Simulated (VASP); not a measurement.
# Lu in VASP: further runs

Lu is run at these levels: PBE; tasks: single point.

All numbers are computed with VASP 6.6.1; they aren't measurements. Logs are shortened: lines on timing, memory, paths and dates and some standing lists are left out, and cuts for length are marked.

## Step 1: The cell of the first run

Symmetry: Im-3m, No. 229, cubic system. The conventional cell has a = 3.855 Å, b = 3.855 Å, c = 3.855 Å, α = 90.00°, β = 90.00°, γ = 90.00°. Lu (site symmetry m-3m) has 14 Lu at 3.34 to 3.86 Å within 4.4 Å.

This isn't the form of Lu at room conditions, which is hcp.

## Step 2: Single point, PBE (28.65 Å³/atom)

Contents of INCAR:

```
PREC = Accurate
ENCUT = 520
EDIFF = 1E-7
ISMEAR = -1
SIGMA = 0.05
LREAL = False
LASPH = True
NELM = 80
ALGO = Fast
ISIF = 2
LWAVE = False
LCHARG = True
GGA = PE
LELF = True
LVHAR = True
NBANDS = 18
```

Contents of KPOINTS:

```
Automatic mesh
0
Gamma
  10 10 10
```

Contents of POSCAR:

```
Lu
1.0
   -1.9276970185      1.9276970185      1.9276970185
    1.9276970185     -1.9276970185      1.9276970185
    1.9276970185      1.9276970185     -1.9276970185
Lu
1
Direct
    0.0000000000      0.0000000000      0.0000000000
```

Potentials or basis: VASP PAW PBE potentials, release 64 (Lu).

Launch:

```sh
$ cat potpaw_PBE.64/Lu/POTCAR > POTCAR
$ mpirun -np 1 vasp_std > vasp.out
```

OUTCAR:

```text
PREC = Accurate
   ENCUT = 520
   EDIFF = 1E-7
   ISMEAR = -1
   LREAL = False
   LASPH = True
   NELM = 80
   ISIF = 2
   GGA = PE

 ion  position               nearest neighbor table
   1  0.000  0.000  0.000-

  LATTYP: Found a body centered cubic cell.
 ALAT       =     3.8553940370

  Lattice vectors:

 A1 = (  -1.9276970185,   1.9276970185,   1.9276970185)
 A2 = (   1.9276970185,  -1.9276970185,   1.9276970185)
 A3 = (   1.9276970185,   1.9276970185,  -1.9276970185)

Analysis of symmetry for initial positions (statically):
=====================================================================
 Subroutine PRICEL returns:
 Original cell was already a primitive cell.

 Routine SETGRP: Setting up the symmetry group for a
 body centered cubic supercell.

 Subroutine GETGRP returns: Found 48 space group operations
 (whereof 48 operations were pure point group operations)
 out of a pool of 48 trial point group operations.

The static configuration has the point symmetry O_h .

Analysis of symmetry for dynamics (positions and initial velocities):
=====================================================================
 Subroutine PRICEL returns:
 Original cell was already a primitive cell.

 Routine SETGRP: Setting up the symmetry group for a
 body centered cubic supercell.

 Subroutine GETGRP returns: Found 48 space group operations
 (whereof 48 operations were pure point group operations)
 out of a pool of 48 trial point group operations.

The dynamic configuration has the point symmetry O_h .

 Subroutine INISYM returns: Found 48 space group operations
 (whereof 48 operations are pure point group operations),
 and found     1 'primitive' translations

----------------------------------------------------------------------------------------

                                     Primitive cell

  volume of cell :      28.6534

  direct lattice vectors                    reciprocal lattice vectors
    -1.927697018  1.927697018  1.927697018     0.000000000  0.259376860  0.259376860
     1.927697018 -1.927697018  1.927697018     0.259376860  0.000000000  0.259376860
     1.927697018  1.927697018 -1.927697018     0.259376860  0.259376860  0.000000000

[... 67 lines left out ...]
   dimension x,y,z NGXF=    56 NGYF=   56 NGZF=   56
   ions per type =               1
   NGX,Y,Z   is equivalent  to a cutoff of  13.94, 13.94, 13.94 a.u.
   NGXF,Y,Z  is equivalent  to a cutoff of  27.88, 27.88, 27.88 a.u.
 SYSTEM =  unknown system
   PREC   = accura    normal or accurate (medium, high low for compatibility)
   ISTART =      0    job   : 0-new  1-cont  2-samecut
   ICHARG =      2    charge: 1-file 2-atom 10-const
   ISPIN  =      1    spin polarized calculation?
   LNONCOLLINEAR =      F non collinear calculations
   LSORBIT =      F    spin-orbit coupling
   LASPH  =      T    aspherical Exc in radial PAW
   ENCUT  =  520.0 eV  38.22 Ry    6.18 a.u.   6.21  6.21  6.21*2*pi/ulx,y,z
   NELM   =     80;   NELMIN=  2; NELMDL= -5     # of ELM steps
   EDIFF  = 0.1E-06   stopping-criterion for ELM
   LREAL  =      F    real-space projection
   EDIFFG = 0.1E-05   stopping-criterion for IOM
   NSW    =      0    number of steps for IOM
   IBRION =     -1    ionic relax: 0-MD 1-quasi-New 2-CG
   NFREE  =      0    steps in history (QN), initial steepest desc. (CG)
   ISIF   =      2    stress and relaxation
   ISYM   =      2    0-nonsym 1-usesym 2-fastsym
   POTIM  = 0.5000    time-step for ionic-motion
   TEBEG  =    0.0;   TEEND  =   0.0 temperature during run
   PSTRESS=    0.0 pullay stress
   NELECT =      25.0000    total number of electrons
   NUPDOWN=      -1.0000    fix difference up-down
   EMIN   =  10.00;   EMAX   =-10.00  energy-range for DOS
   EFERMI =   0.00;   METHOD = LEGACY
   ISMEAR =    -1;   SIGMA  =   0.05  broadening in eV -4-tet -1-fermi 0-gaus
   EFERMI_NEDOS =   21; number of points for ismear=-14 and -15
   IALGO  =     68    algorithm
   IMIX   =      4    mixing-type and parameters
     AMIX     =   0.40;   BMIX     =  1.00
     AMIX_MAG =   1.60;   BMIX_MAG =  1.00
  volume/ion in A,a.u.               =      28.65       193.36
  Fermi-wavevector in a.u.,A,eV,Ry     =   1.564334  2.956162 33.295359  2.447140
  Thomas-Fermi vector in A             =   2.666973
   LORBIT       =      0    0 simple, 1 ext, 2 COOP (PROOUT), +10 PAW based schemes
   GGA     = PE    functional components
   LHFCALC =     F    Hartree Fock is set to
   AEXX    =    0.0000 exact exchange contribution
   IVDW    =     0    specifies the selected vdW correction
   LEPSILON=     F    determine dielectric tensor
   LRPA    =     F    only Hartree local field effects (RPA)
 non-spin polarized calculation
 RMM-DIIS sequential band-by-band and
  energy-cutoff  :      520.00
  volume of cell :       28.65
 maximum number of plane-waves:       784
 NGX is ok and might be reduce to    28
   NGX = 13   NGY = 13   NGZ = 13

 number of electron      24.9999995 magnetization

 Free energy of the ion-electron system (eV)
  ---------------------------------------------------
  ext. energy  EPLUGINS =         0.00000000
  ---------------------------------------------------
  free energy    TOTEN  =        -4.38335681 eV

  energy without entropy =       -4.36515132  energy(sigma->0) =       -4.37425407

 E-fermi :   2.4459     XC(G=0): -10.7498

 val. band max:        2.4182288011   @ k =   0.2000   0.2000   0.1000
 cond. band min:       2.4713002615   @ k =   0.3000   0.2000   0.1000
 fundamental gap:      0.0530714604
 Fermi energy:         2.4459356463

 k-point     1 :       0.0000    0.0000    0.0000
  band No.  band energies     occupation
      1     -53.9233      2.00000
      2     -24.3313      2.00000
      3     -24.3313      2.00000
      4     -24.3313      2.00000
      5      -3.7621      2.00000
      6      -2.6947      2.00000
[... 481 lines left out ...]
      5      -2.6797      2.00000
      6      -2.6547      2.00000
[... 10 lines left out ...]
     17       7.5525      0.00000
     18      12.7587      0.00000

 [... further k-points ...]
[... 5 lines left out ...]
  --------------------------------------------------------------------------------------
  -------------------------------------------------------------------------------------
  Total        0.2662394      0.2662394      0.2662394     -0.0000000     -0.0000000      0.0000000
  in kB       14.8869776     14.8869776     14.8869776     -0.0000000     -0.0000000      0.0000000
  external PRESSURE =      14.8869776 kB  Pullay stress =       0.0000000 kB

 VOLUME and BASIS-vectors are now :
 -----------------------------------------------------------------------------
  energy-cutoff  :      520.00
  volume of cell :       28.65
      direct lattice vectors                 reciprocal lattice vectors
    -1.927697018  1.927697018  1.927697018     0.000000000  0.259376860  0.259376860
     1.927697018 -1.927697018  1.927697018     0.259376860  0.000000000  0.259376860
     1.927697018  1.927697018 -1.927697018     0.259376860  0.259376860  0.000000000

 POSITION                                       TOTAL-FORCE (eV/Angst)
 -----------------------------------------------------------------------------------
      0.00000      0.00000      0.00000        -0.000000     -0.000000      0.000000
 -----------------------------------------------------------------------------------
    total drift:                               -0.000000     -0.000000      0.000000

  FREE ENERGIE OF THE ION-ELECTRON SYSTEM (eV)
  ---------------------------------------------------
  free  energy   TOTEN  =        -4.3833568060 eV

  energy  without entropy=       -4.3651513240  energy(sigma->0) =       -4.37425407
```

Run time: 1.7 min. Hardware: 1 thread of Intel Xeon 8259CL, shared host; peak memory 0.18 GiB.

What came out:

```
Free energy            : -4.3834 eV
Pressure               : 1.5 GPa
Band gap on the k mesh : zero (an odd number of electrons rules out a gap without spin polarisation)
```

Caveat: spin-orbit coupling is left out, which moves the levels of the heavy elements.

## Step 3: Single point, PBE (30.44 Å³/atom)

This run uses another cell than the first one, of 30.44 Å³/atom.

Contents of INCAR:

```
  PREC = Accurate
  ENCUT = 520
  EDIFF = 1E-6
  ISMEAR = -1
  SIGMA = 0.05
  LREAL = F
  LASPH = T
  NELM = 80
  ALGO = Normal
  ISIF = 2
  LWAVE = F
  LCHARG = T
  GGA = PE
  LELF = T
  LVHAR = T
  NBANDS = 18
```

KPOINTS is that of step 2.

Contents of POSCAR:

```
Lu
1.0
   -1.9670485926      1.9670485926      1.9670485926
    1.9670485926     -1.9670485926      1.9670485926
    1.9670485926      1.9670485926     -1.9670485926
Lu
1
Direct
    0.0000000000      0.0000000000      0.0000000000
```

Potentials or basis: VASP PAW PBE potentials, release 64 (Lu).

Launch:

```sh
$ cat potpaw_PBE.64/Lu/POTCAR > POTCAR
$ mpirun -np 1 vasp_std > vasp.out
```

OUTCAR:

```text
PREC = Accurate
   ENCUT = 520
   EDIFF = 1E-6
   ISMEAR = -1
   LREAL = F
   LASPH = T
   NELM = 80
   ISIF = 2
   GGA = PE

 ion  position               nearest neighbor table
   1  0.000  0.000  0.000-

  LATTYP: Found a body centered cubic cell.
 ALAT       =     3.9340971852

  Lattice vectors:

 A1 = (  -1.9670485926,   1.9670485926,   1.9670485926)
 A2 = (   1.9670485926,  -1.9670485926,   1.9670485926)
 A3 = (   1.9670485926,   1.9670485926,  -1.9670485926)

Analysis of symmetry for initial positions (statically):
=====================================================================
 Subroutine PRICEL returns:
 Original cell was already a primitive cell.

 Routine SETGRP: Setting up the symmetry group for a
 body centered cubic supercell.

 Subroutine GETGRP returns: Found 48 space group operations
 (whereof 48 operations were pure point group operations)
 out of a pool of 48 trial point group operations.

The static configuration has the point symmetry O_h .

Analysis of symmetry for dynamics (positions and initial velocities):
[... 144 lines left out ...]
 NGX is ok and might be reduce to    28
   NGX = 13   NGY = 13   NGZ = 13

 number of electron      25.0000007 magnetization

 Free energy of the ion-electron system (eV)
  ---------------------------------------------------
  ext. energy  EPLUGINS =         0.00000000
  ---------------------------------------------------
  free energy    TOTEN  =        -4.38644492 eV

  energy without entropy =       -4.36686939  energy(sigma->0) =       -4.37665715

 E-fermi :   2.1924     XC(G=0): -10.4643

 val. band max:        2.1861158152   @ k =   0.4000   0.2000   0.0000
 cond. band min:       2.2026385592   @ k =   0.2000   0.2000   0.1000
 fundamental gap:      0.0165227440
 Fermi energy:         2.1923775274

 k-point     1 :       0.0000    0.0000    0.0000
  band No.  band energies     occupation
      1     -54.3093      2.00000
      2     -24.7509      2.00000
      3     -24.7509      2.00000
      4     -24.7509      2.00000
      5      -3.8409      2.00000
      6      -3.0458      2.00000
[... 481 lines left out ...]
      5      -3.0324      2.00000
      6      -3.0113      2.00000
[... 10 lines left out ...]
     17       7.0314      0.00000
     18      11.9824      0.00000

 [... further k-points ...]
[... 5 lines left out ...]
  --------------------------------------------------------------------------------------
  -------------------------------------------------------------------------------------
  Total       -0.1768930     -0.1768930     -0.1768930      0.0000000      0.0000000      0.0000000
  in kB       -9.3092750     -9.3092750     -9.3092750      0.0000000      0.0000000      0.0000000
  external PRESSURE =      -9.3092750 kB  Pullay stress =       0.0000000 kB

 VOLUME and BASIS-vectors are now :
 -----------------------------------------------------------------------------
  energy-cutoff  :      520.00
  volume of cell :       30.44
      direct lattice vectors                 reciprocal lattice vectors
    -1.967048593  1.967048593  1.967048593     0.000000000  0.254187925  0.254187925
     1.967048593 -1.967048593  1.967048593     0.254187925  0.000000000  0.254187925
     1.967048593  1.967048593 -1.967048593     0.254187925  0.254187925  0.000000000

 POSITION                                       TOTAL-FORCE (eV/Angst)
 -----------------------------------------------------------------------------------
      0.00000      0.00000      0.00000        -0.000000     -0.000000     -0.000000
 -----------------------------------------------------------------------------------
    total drift:                               -0.000000     -0.000000     -0.000000

  FREE ENERGIE OF THE ION-ELECTRON SYSTEM (eV)
  ---------------------------------------------------
  free  energy   TOTEN  =        -4.3864449167 eV

  energy  without entropy=       -4.3668693889  energy(sigma->0) =       -4.37665715
```

Run time: 50 s. Hardware: 1 thread of Intel Xeon 8259CL, shared host; peak memory 0.18 GiB.

Results:

| Property | Result |
| --- | --- |
| Free energy | -4.3864 eV |
| Pressure | -0.9 GPa |
| Band gap on the k mesh | zero (an odd number of electrons rules out a gap without spin polarisation) |

Caveat: spin-orbit coupling is left out, which moves the levels of the heavy elements.

(Continued in part 2 of 2.)
